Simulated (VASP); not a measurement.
# CuI (Marshite) (F-43m) in VASP: single point with PBEsol

Aim: the single point of CuI (Marshite) with PBEsol.

All numbers are computed with VASP 6.6.1; they aren't measurements. Logs are shortened: lines on timing, memory, paths and dates and some standing lists are left out, and cuts for length are marked.

**1. The cell of the first run**

The structure is cubic, space group F-43m (No. 216). Conventional cell: a = 6.024 Å, b = 6.024 Å, c = 6.024 Å, α = 90.00°, β = 90.00°, γ = 90.00°. Within 3.4 Å of Cu (site symmetry -43m) lie 4 I at 2.61 Å. I (site symmetry -43m) has 4 Cu at 2.61 Å within 3.4 Å.

**2. Single point, PBEsol**

File INCAR:

```
SYSTEM = CuI
PREC = Accurate ; ENCUT = 520
EDIFF = 1E-6 ; ISMEAR = 1
SIGMA = 0.155 ; LREAL = .False.
LASPH = .True. ; NELM = 100
ALGO = Normal ; ISIF = 2
LWAVE = .False. ; LCHARG = .False.
GGA = PS ; NBANDS = 16
```

File KPOINTS:

```
regular mesh
0
Gamma
  6 6 6
  0 0 0
```

File POSCAR:

```
CuI
1.0
    0.0000000000      3.0120429033      3.0120429033
    3.0120429033      0.0000000000      3.0120429033
    3.0120429033      3.0120429033      0.0000000000
Cu I
1 1
Direct
    0.2500000000      0.2500000000      0.2500000000
    0.0000000000      0.0000000000      0.0000000000
```

Potentials or basis: VASP PAW PBE potentials, release 64 (Cu, I).

Started as:

```
$ cat potpaw_PBE.64/Cu/POTCAR potpaw_PBE.64/I/POTCAR > POTCAR
$ mpirun -np 1 vasp_std > vasp.out
```

OUTCAR:

```text
SYSTEM = CuI
   PREC = Accurate
   ENCUT = 520
   EDIFF = 1E-6
   ISMEAR = 1
   LREAL = .False.
   LASPH = .True.
   NELM = 100
   ISIF = 2
   GGA = PS

 ion  position               nearest neighbor table
   1  0.250  0.250  0.250-   2 2.61   2 2.61   2 2.61   2 2.61
   2  0.000  0.000  0.000-   1 2.61   1 2.61   1 2.61   1 2.61

  LATTYP: Found a face centered cubic cell.
 ALAT       =     6.0240858066

  Lattice vectors:

 A1 = (   0.0000000000,   3.0120429033,   3.0120429033)
 A2 = (   3.0120429033,   0.0000000000,   3.0120429033)
 A3 = (   3.0120429033,   3.0120429033,   0.0000000000)

Analysis of symmetry for initial positions (statically):
=====================================================================
 Subroutine PRICEL returns:
 Original cell was already a primitive cell.

 Routine SETGRP: Setting up the symmetry group for a
 face centered cubic supercell.

 Subroutine GETGRP returns: Found 24 space group operations
 (whereof 24 operations were pure point group operations)
 out of a pool of 48 trial point group operations.

The static configuration has the point symmetry T_d .

Analysis of symmetry for dynamics (positions and initial velocities):
=====================================================================
 Subroutine PRICEL returns:
 Original cell was already a primitive cell.

 Routine SETGRP: Setting up the symmetry group for a
 face centered cubic supercell.

 Subroutine GETGRP returns: Found 24 space group operations
 (whereof 24 operations were pure point group operations)
 out of a pool of 48 trial point group operations.

The dynamic configuration has the point symmetry T_d .

 Subroutine INISYM returns: Found 24 space group operations
 (whereof 24 operations are pure point group operations),
 and found     1 'primitive' translations

----------------------------------------------------------------------------------------

                                     Primitive cell

  volume of cell :      54.6529

  direct lattice vectors                    reciprocal lattice vectors
     0.000000000  3.012042903  3.012042903    -0.166000292  0.166000292  0.166000292
     3.012042903  0.000000000  3.012042903     0.166000292 -0.166000292  0.166000292
     3.012042903  3.012042903  0.000000000     0.166000292  0.166000292 -0.166000292

  length of vectors
     4.259671924  4.259671924  4.259671924     0.287520939  0.287520939  0.287520939

  position of ions in fractional coordinates (direct lattice)
     0.250000000  0.250000000  0.250000000
[... 68 lines left out ...]
   NELM   =    100;   NELMIN=  2; NELMDL= -5     # of ELM steps
   EDIFF  = 0.1E-05   stopping-criterion for ELM
   LREAL  =      F    real-space projection
   EDIFFG = 0.1E-04   stopping-criterion for IOM
   NSW    =      0    number of steps for IOM
   IBRION =     -1    ionic relax: 0-MD 1-quasi-New 2-CG
   NFREE  =      0    steps in history (QN), initial steepest desc. (CG)
   ISIF   =      2    stress and relaxation
   ISYM   =      2    0-nonsym 1-usesym 2-fastsym
   POTIM  = 0.5000    time-step for ionic-motion
   TEBEG  =    0.0;   TEEND  =   0.0 temperature during run
   PSTRESS=    0.0 pullay stress
   NELECT =      18.0000    total number of electrons
   NUPDOWN=      -1.0000    fix difference up-down
   EMIN   =  10.00;   EMAX   =-10.00  energy-range for DOS
   EFERMI =   0.00;   METHOD = LEGACY
   ISMEAR =     1;   SIGMA  =   0.15  broadening in eV -4-tet -1-fermi 0-gaus
   EFERMI_NEDOS =   21; number of points for ismear=-14 and -15
   IALGO  =     38    algorithm
   IMIX   =      4    mixing-type and parameters
     AMIX     =   0.40;   BMIX     =  1.00
     AMIX_MAG =   1.60;   BMIX_MAG =  1.00
  volume/ion in A,a.u.               =      27.33       184.41
  Fermi-wavevector in a.u.,A,eV,Ry     =   1.130562  2.136453 17.390575  1.278171
  Thomas-Fermi vector in A             =   2.267259
   LORBIT       =      0    0 simple, 1 ext, 2 COOP (PROOUT), +10 PAW based schemes
   GGA     = PS    functional components
   LHFCALC =     F    Hartree Fock is set to
   AEXX    =    0.0000 exact exchange contribution
   IVDW    =     0    specifies the selected vdW correction
   LEPSILON=     F    determine dielectric tensor
   LRPA    =     F    only Hartree local field effects (RPA)
 non-spin polarized calculation
 Methfessel and Paxton  Order N= 1 SIGMA  =   0.15
  energy-cutoff  :      520.00
  volume of cell :       54.65
 maximum number of plane-waves:      1488
   NGX = 15   NGY = 15   NGZ = 15

 number of electron      18.0000016 magnetization

 Free energy of the ion-electron system (eV)
  ---------------------------------------------------
  ext. energy  EPLUGINS =         0.00000000
  ---------------------------------------------------
  free energy    TOTEN  =        -6.30581832 eV

  energy without entropy =       -6.30621612  energy(sigma->0) =       -6.30595092

 E-fermi :   4.6012     XC(G=0):  -9.2283

 val. band max:        4.4932646639   @ k =   0.0000   0.0000   0.0000
 cond. band min:       5.5723571062   @ k =   0.0000   0.0000   0.0000
 fundamental gap:      1.0790924424
 Fermi energy:         4.6012471008

 k-point     1 :       0.0000    0.0000    0.0000
  band No.  band energies     occupation
      1      -9.6349      2.00000
      2       0.7606      2.00000
      3       0.7606      2.00000
      4       0.7606      2.00000
      5       2.5368      2.00000
      6       2.5368      2.00000
[... 281 lines left out ...]
      3       0.1131      2.00000
      4       0.5902      2.00000
      5       2.4825      2.00000
      6       2.4892      2.00000
[... 8 lines left out ...]
     15      16.0916      0.00000
     16      16.5354      0.00000

------------------------ aborting loop because EDIFF is reached ----------------------------------------

  FORCE on cell =-STRESS in cart. coord.  units (eV):
  Direction    XX          YY          ZZ          XY          YZ          ZX
  --------------------------------------------------------------------------------------
  -------------------------------------------------------------------------------------
  Total       -0.4858504     -0.4858504     -0.4858504      0.0000000     -0.0000000      0.0000000
  in kB      -14.2429417    -14.2429417    -14.2429417      0.0000000     -0.0000000      0.0000000
  external PRESSURE =     -14.2429417 kB  Pullay stress =       0.0000000 kB

 VOLUME and BASIS-vectors are now :
 -----------------------------------------------------------------------------
  energy-cutoff  :      520.00
  volume of cell :       54.65
      direct lattice vectors                 reciprocal lattice vectors
     0.000000000  3.012042903  3.012042903    -0.166000292  0.166000292  0.166000292
     3.012042903  0.000000000  3.012042903     0.166000292 -0.166000292  0.166000292
     3.012042903  3.012042903  0.000000000     0.166000292  0.166000292 -0.166000292

 POSITION                                       TOTAL-FORCE (eV/Angst)
 -----------------------------------------------------------------------------------
      1.50602      1.50602      1.50602        -0.000000     -0.000000     -0.000000
      0.00000      0.00000      0.00000         0.000000      0.000000      0.000000
 -----------------------------------------------------------------------------------
    total drift:                               -0.000000     -0.000000     -0.000000

  FREE ENERGIE OF THE ION-ELECTRON SYSTEM (eV)
  ---------------------------------------------------
  free  energy   TOTEN  =        -6.3058183228 eV

  energy  without entropy=       -6.3062161189  energy(sigma->0) =       -6.30595092
```

OSZICAR:

```text
N       E                     dE             d eps       ncg     rms          rms(c)
DAV:   1     0.903741322082E+02    0.90374E+02   -0.74966E+03   512   0.119E+03
DAV:   2    -0.102746924464E+01   -0.91402E+02   -0.82191E+02   552   0.221E+02
DAV:   3    -0.645755157976E+01   -0.54301E+01   -0.53489E+01   680   0.586E+01
DAV:   4    -0.660835774590E+01   -0.15081E+00   -0.15075E+00   632   0.911E+00
DAV:   5    -0.661582290018E+01   -0.74652E-02   -0.74649E-02   800   0.216E+00    0.588E+00
DAV:   6    -0.652854256815E+01    0.87280E-01   -0.38923E+00   544   0.527E+01    0.385E+00
DAV:   7    -0.630839446806E+01    0.22015E+00   -0.90242E-01   560   0.323E+01    0.165E+00
DAV:   8    -0.630958744384E+01   -0.11930E-02   -0.57412E-02   784   0.413E+00    0.596E-01
DAV:   9    -0.630580853609E+01    0.37789E-02   -0.12390E-02   624   0.314E+00    0.226E-01
DAV:  10    -0.630588385017E+01   -0.75314E-04   -0.63023E-04   656   0.177E-01    0.171E-01
DAV:  11    -0.630580687425E+01    0.76976E-04   -0.32006E-04   632   0.562E-01    0.245E-02
DAV:  12    -0.630581846656E+01   -0.11592E-04   -0.98408E-05   832   0.155E-01    0.436E-02
DAV:  13    -0.630581832276E+01    0.14381E-06   -0.23104E-06   544   0.113E-02
   1 F= -.63058183E+01 E0= -.63059509E+01  d E =0.397796E-03
```

Run time: 6.3 s. Hardware: 1 thread of Intel Xeon 6975P-C (Granite Rapids), shared host; peak memory 0.17 GiB.

What came out:

| Property | Result |
| --- | --- |
| Free energy | -6.3058 eV |
| Pressure | -1.4 GPa |
| Band gap on the k mesh | 1.08 eV, direct |

Levels at points of the mesh, in eV from the valence-band top:
| k point | band 5 | band 6 | band 7 | band 8 | band 9 | band 10 | band 11 | band 12 | band 13 | band 14 |
| --- | --- | --- | --- | --- | --- | --- | --- | --- | --- | --- |
| (0.00, 0.00, 0.00) | -1.96 | -1.96 | 0.00 | 0.00 | 0.00 | 1.08 | 4.81 | 4.81 | 4.81 | 8.07 |
| (0.50, 0.00, 0.00) | -1.93 | -1.93 | -1.88 | -0.75 | -0.75 | 2.10 | 5.34 | 5.34 | 7.28 | 9.08 |
| (0.50, 0.50, 0.00) | -1.99 | -1.90 | -1.87 | -1.58 | -1.58 | 2.57 | 2.84 | 9.21 | 9.81 | 9.81 |

Caveat: the PAW data sets were made with another functional, which shifts forces and pressure a little; spin-orbit coupling is left out, which moves the levels of the heavy elements. A hybrid or GW would open this gap; PBEsol tends to underestimate it.
